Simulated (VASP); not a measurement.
# LiMgBe (P4/nmm) in VASP: single point with PBE

Aim: the single point of LiMgBe with PBE.

Everything below comes from runs of VASP 6.6.1. Logs are shortened: lines on timing, memory, paths and dates and some standing lists are left out, and cuts for length are marked.

### 1 The cell of the first run

It takes space group P4/nmm (No. 129, tetragonal). Conventional cell: a = 3.618 Å, b = 3.618 Å, c = 6.002 Å, α = 90.00°, β = 90.00°, γ = 90.00°. Within 3.0 Å of Mg (site symmetry 4mm) lie 4 Be at 2.25 Å and 5 Li at 2.55 to 2.68 Å. Li (site symmetry 4mm) has 6 Mg at 2.55 to 3.45 Å and 4 Be at 2.79 Å and 8 Li at 3.11 to 3.62 Å within 3.7 Å. Be (site symmetry -4m2) has 4 Mg at 2.25 Å and 4 Be at 2.56 Å and 4 Li at 2.79 Å within 3.0 Å.

### 2 Single point, PBE

Contents of INCAR:

```
  PREC = Accurate
  ENCUT = 750
  EDIFF = 1E-6
  ISMEAR = -1
  SIGMA = 0.024
  LREAL = F
  LASPH = T
  NELM = 120
  ALGO = Normal
  ISIF = 2
  LWAVE = F
  LCHARG = T
  GGA = PE
  LELF = T
  LVHAR = T
  NBANDS = 16
  GGA_COMPAT = F
```

Contents of KPOINTS:

```
Automatic mesh
0
Gamma
  9 9 6
```

Contents of POSCAR:

```
LiMgBe
1.0
    3.6180570000      0.0000000000      0.0000000000
    0.0000000000      3.6180570000      0.0000000000
    0.0000000000      0.0000000000      6.0017860000
Mg Li Be
2 2 2
Direct
    0.0000000000      0.5000000000      0.7783000000
    0.5000000000      0.0000000000      0.2217000000
    0.0000000000      0.5000000000      0.3530000000
    0.5000000000      0.0000000000      0.6470000000
    0.0000000000      0.0000000000      0.0000000000
    0.5000000000      0.5000000000      0.0000000000
```

Potentials or basis: VASP PAW PBE potentials, release 64 (Mg, Li_sv, Be).

Launch:

```bash
> cat potpaw_PBE.64/Mg/POTCAR potpaw_PBE.64/Li_sv/POTCAR potpaw_PBE.64/Be/POTCAR > POTCAR
> mpirun -np 1 vasp_std > vasp.out
```

OUTCAR:

```text
PREC = Accurate
   ENCUT = 750
   EDIFF = 1E-6
   ISMEAR = -1
   LREAL = F
   LASPH = T
   NELM = 120
   ISIF = 2
   GGA = PE

 ion  position               nearest neighbor table
   1  0.000  0.500  0.778-   5 2.25   6 2.25   5 2.25   6 2.25   3 2.55   4 2.68   4 2.68   4 2.68
                             4 2.68
   2  0.500  0.000  0.222-   5 2.25   6 2.25   6 2.25   5 2.25   4 2.55   3 2.68   3 2.68   3 2.68
                             3 2.68
   3  0.000  0.500  0.353-   1 2.55   2 2.68   2 2.68   2 2.68   2 2.68
   4  0.500  0.000  0.647-   2 2.55   1 2.68   1 2.68   1 2.68   1 2.68
   5  0.000  0.000  0.000-   1 2.25   2 2.25   1 2.25   2 2.25
   6  0.500  0.500  0.000-   1 2.25   2 2.25   2 2.25   1 2.25

  LATTYP: Found a simple tetragonal cell.
 ALAT       =     3.6180570000
 C/A-ratio  =     1.6588423013

  Lattice vectors:

 A1 = (   3.6180570000,   0.0000000000,   0.0000000000)
 A2 = (   0.0000000000,   3.6180570000,   0.0000000000)
 A3 = (   0.0000000000,   0.0000000000,   6.0017860000)

Analysis of symmetry for initial positions (statically):
=====================================================================
 Subroutine PRICEL returns:
 Original cell was already a primitive cell.

 Routine SETGRP: Setting up the symmetry group for a
 simple tetragonal supercell.

 Subroutine GETGRP returns: Found 16 space group operations
 (whereof  8 operations were pure point group operations)
 out of a pool of 16 trial point group operations.

The static configuration has the point symmetry D_2d.
 The point group associated with its full space group is D_4h.

Analysis of symmetry for dynamics (positions and initial velocities):
=====================================================================
 Subroutine PRICEL returns:
 Original cell was already a primitive cell.

 Routine SETGRP: Setting up the symmetry group for a
 simple tetragonal supercell.

 Subroutine GETGRP returns: Found 16 space group operations
 (whereof  8 operations were pure point group operations)
 out of a pool of 16 trial point group operations.

The dynamic configuration has the point symmetry D_2d.
 The point group associated with its full space group is D_4h.

 Subroutine INISYM returns: Found 16 space group operations
 (whereof  8 operations are pure point group operations),
 and found     1 'primitive' translations

----------------------------------------------------------------------------------------
[... 105 lines left out ...]
   IBRION =     -1    ionic relax: 0-MD 1-quasi-New 2-CG
   NFREE  =      0    steps in history (QN), initial steepest desc. (CG)
   ISIF   =      2    stress and relaxation
   ISYM   =      2    0-nonsym 1-usesym 2-fastsym
   POTIM  = 0.5000    time-step for ionic-motion
   TEBEG  =    0.0;   TEEND  =   0.0 temperature during run
   PSTRESS=    0.0 pullay stress
   NELECT =      14.0000    total number of electrons
   NUPDOWN=      -1.0000    fix difference up-down
   EMIN   =  10.00;   EMAX   =-10.00  energy-range for DOS
   EFERMI =   0.00;   METHOD = LEGACY
   ISMEAR =    -1;   SIGMA  =   0.02  broadening in eV -4-tet -1-fermi 0-gaus
   EFERMI_NEDOS =   21; number of points for ismear=-14 and -15
   IALGO  =     38    algorithm
   IMIX   =      4    mixing-type and parameters
     AMIX     =   0.40;   BMIX     =  1.00
     AMIX_MAG =   1.60;   BMIX_MAG =  1.00
  volume/ion in A,a.u.               =      13.09        88.36
  Fermi-wavevector in a.u.,A,eV,Ry     =   0.921242  1.740895 11.547086  0.848687
  Thomas-Fermi vector in A             =   2.046637
   LORBIT       =      0    0 simple, 1 ext, 2 COOP (PROOUT), +10 PAW based schemes
   GGA     = PE    functional components
   LHFCALC =     F    Hartree Fock is set to
   AEXX    =    0.0000 exact exchange contribution
   IVDW    =     0    specifies the selected vdW correction
   LEPSILON=     F    determine dielectric tensor
   LRPA    =     F    only Hartree local field effects (RPA)
 non-spin polarized calculation
  energy-cutoff  :      750.00
  volume of cell :       78.57
 maximum number of plane-waves:      3706
   NGX = 17   NGY = 17   NGZ = 27

 number of electron      13.9999991 magnetization

 Free energy of the ion-electron system (eV)
  ---------------------------------------------------
  ext. energy  EPLUGINS =         0.00000000
  ---------------------------------------------------
  free energy    TOTEN  =       -10.61760542 eV

  energy without entropy =      -10.61516288  energy(sigma->0) =      -10.61638415

 E-fermi :   3.6176     XC(G=0):  -9.1658

 val. band max:        3.6171148973   @ k =   0.1111   0.0000   0.5000
 cond. band min:       3.6584451209   @ k =   0.3333   0.2222   0.1667
 fundamental gap:      0.0413302236
 Fermi energy:         3.6175785503

 k-point     1 :       0.0000    0.0000    0.0000
  band No.  band energies     occupation
      1     -42.4487      2.00000
      2     -42.4372      2.00000
      3      -4.2773      2.00000
      4      -0.3530      2.00000
      5       0.5346      2.00000
      6       3.3825      1.99989
[... 433 lines left out ...]
      3      -2.2888      2.00000
      4      -1.2805      2.00000
      5       1.0229      2.00000
      6       1.8670      2.00000
[... 8 lines left out ...]
     15      11.1304      0.00000
     16      11.4929      0.00000

 [... further k-points ...]

------------------------ aborting loop because EDIFF is reached ----------------------------------------

  FORCE on cell =-STRESS in cart. coord.  units (eV):
  Direction    XX          YY          ZZ          XY          YZ          ZX
  --------------------------------------------------------------------------------------
  -------------------------------------------------------------------------------------
  Total        8.0760072      8.0760072      9.8421899      0.0000000      0.0000000     -0.0000000
  in kB      164.6933122    164.6933122    200.7109224      0.0000000      0.0000000     -0.0000000
  external PRESSURE =     176.6991823 kB  Pullay stress =       0.0000000 kB

 VOLUME and BASIS-vectors are now :
 -----------------------------------------------------------------------------
  energy-cutoff  :      750.00
  volume of cell :       78.57
      direct lattice vectors                 reciprocal lattice vectors
     3.618057000  0.000000000  0.000000000     0.276391444  0.000000000  0.000000000
     0.000000000  3.618057000  0.000000000     0.000000000  0.276391444  0.000000000
     0.000000000  0.000000000  6.001786000     0.000000000  0.000000000  0.166617070

 POSITION                                       TOTAL-FORCE (eV/Angst)
 -----------------------------------------------------------------------------------
      0.00000      1.80903      4.67119        -0.000000      0.000000     -2.101740
      1.80903      0.00000      1.33060         0.000000     -0.000000      2.101740
      0.00000      1.80903      2.11863         0.000000      0.000000     -0.951603
      1.80903      0.00000      3.88316         0.000000     -0.000000      0.951603
      0.00000      0.00000      0.00000         0.000000      0.000000      0.000000
      1.80903      1.80903      0.00000         0.000000     -0.000000      0.000000
 -----------------------------------------------------------------------------------
    total drift:                                0.000000      0.000000      0.000000

  FREE ENERGIE OF THE ION-ELECTRON SYSTEM (eV)
  ---------------------------------------------------
  free  energy   TOTEN  =       -10.6176054172 eV

  energy  without entropy=      -10.6151628821  energy(sigma->0) =      -10.61638415
```

OSZICAR:

```text
N       E                     dE             d eps       ncg     rms          rms(c)
DAV:   1     0.507411398069E+02    0.50741E+02   -0.68952E+03  1920   0.105E+03
DAV:   2    -0.359710053172E+01   -0.54338E+02   -0.51125E+02  2416   0.210E+02
DAV:   3    -0.113205174696E+02   -0.77234E+01   -0.76161E+01  3768   0.460E+01
DAV:   4    -0.115192740523E+02   -0.19876E+00   -0.19864E+00  2232   0.988E+00
DAV:   5    -0.115264124750E+02   -0.71384E-02   -0.71377E-02  3224   0.157E+00    0.299E+00
DAV:   6    -0.106715115844E+02    0.85490E+00   -0.12084E+00  2600   0.471E+00    0.999E-01
DAV:   7    -0.106398025371E+02    0.31709E-01   -0.12649E-01  2328   0.172E+00    0.589E-01
DAV:   8    -0.106181406909E+02    0.21662E-01   -0.14131E-02  2712   0.585E-01    0.972E-02
DAV:   9    -0.106176171674E+02    0.52352E-03   -0.71520E-04  2784   0.157E-01    0.321E-02
DAV:  10    -0.106176056176E+02    0.11550E-04   -0.38245E-05  2768   0.360E-02    0.558E-03
DAV:  11    -0.106176054172E+02    0.20038E-06   -0.20300E-06  2584   0.101E-02
   1 F= -.10617605E+02 E0= -.10616384E+02  d E =-.244254E-02
```

Wall time 98 s (1 thread of Intel Xeon Platinum 8488C (Sapphire Rapids), shared host); peak memory 0.31 GiB.

Results:

* Free energy: -10.6176 eV
* Pressure: 17.7 GPa
* Largest force: 2.102 eV/Å
* Band gap on the k mesh: zero (bands 7 and 8 overlap by 3.22 eV)

Forces in eV/Å, atoms in the order of the input:
```
Mg   0.000  0.000 -2.102
Mg   0.000  0.000  2.102
Li   0.000  0.000 -0.952
Li   0.000  0.000  0.952
Be   0.000  0.000  0.000
Be   0.000  0.000  0.000
```

Stress tensor (GPa, compression positive):
```
16.47  0.00  0.00
 0.00 16.47  0.00
 0.00  0.00 20.07
```

Caveat: the cell stands under pressure; forces of over 1 eV/Å act on the atoms, so gaps and moduli don't describe the material at rest.
